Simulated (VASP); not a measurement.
# MgO: single point with PBE

The system is MgO.

```
Mg O
1.0
    -0.00108    2.30407    2.30705
     2.30411    2.30426   -0.00130
    -2.30578    4.61149   -2.30935
Mg O
2 2
Direct
  0.75007 0.75009 0.74995
  0.25006 0.25010 0.24996
  0.37494 0.37490 0.87504
  0.87493 0.87491 0.37505
```

| Quantity | Value |
| --- | --- |
| Program | VASP 6.6.1 |
| Task | single point |
| Functional | PBE |
| Potentials or basis | VASP PAW PBE potentials, release 64 (Mg, O) |
| Cutoff | 520 eV |
| k mesh | 6 × 6 × 6 |
| Occupations | gaussian, width 0.1 eV |
| Spin | no spin polarisation |

- Pressure: -0.4 GPa
- Band gap on the k mesh: 3.46 eV

Stress tensor (GPa, compression positive):
```
-0.34  0.05  0.03
 0.05 -0.34  0.06
 0.03  0.06 -0.40
```

Levels at points of the mesh, in eV from the valence-band top:
```csv
k point,band 5,band 6,band 7,band 8,band 9,band 10,band 11,band 12
"(0.00, 0.00, 0.00)",-0.18,-0.01,0.00,0.00,3.46,8.56,9.44,14.37
"(0.50, 0.00, 0.00)",-1.00,-1.00,-0.46,-0.46,7.61,7.61,10.77,10.77
"(0.00, 0.50, 0.00)",-1.00,-1.00,-0.47,-0.47,7.61,7.61,10.77,10.77
"(0.50, 0.50, 0.00)",-0.73,-0.73,-0.19,-0.19,6.18,8.56,9.45,11.39
"(0.00, 0.00, 0.50)",-0.10,-0.10,-0.09,-0.09,5.79,5.79,12.92,12.92
"(0.50, 0.00, 0.50)",-0.73,-0.72,-0.19,-0.18,6.18,8.56,9.45,11.39
"(0.00, 0.50, 0.50)",-0.73,-0.73,-0.19,-0.18,6.18,8.56,9.45,11.39
"(0.50, 0.50, 0.50)",-1.00,-1.00,-0.47,-0.47,7.61,7.61,10.77,10.77
```

Run time: 92 s on 1 thread of Intel Xeon 8259CL, on a shared host, peak memory 0.22 GiB.

A k mesh can miss the band edges.
